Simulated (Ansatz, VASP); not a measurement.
## Two plane-wave programs on V

```
CELL_PARAMETERS angstrom
-1.46365 1.46365 1.46365
1.46365 -1.46365 1.46365
1.46365 1.46365 -1.46365
ATOMIC_POSITIONS crystal
V 0.00000 0.00000 0.00000
```

Alike in both runs: task single point; functional LDA; k mesh 15 × 15 × 15; no spin polarisation.

|  | VASP | Ansatz |
| --- | --- | --- |
| version | VASP 6.6.1 | Ansatz 0.2.0 |
| potentials or method | VASP PAW LDA potentials, release 64 (V_sv), cutoff 520 eV | plane waves (420 eV) with PAW, scalar-relativistic |
| occupations | methfessel-paxton of order 1, width 0.1 eV | cold, width 0.1 eV |
| valence electrons in the cell | 13 | 13 |

VASP gave:

| Quantity | Value |
| --- | --- |
| pressure (GPa) | 0.2 |

Question: What did Ansatz give for the same quantities?

Answer: Pressure (GPa): -0.3.

Ansatz warns that its potentials were made for another functional, while VASP's fit it. LDA's correlation is that of Perdew and Zunger in VASP and of Perdew and Wang (1992) in Ansatz.
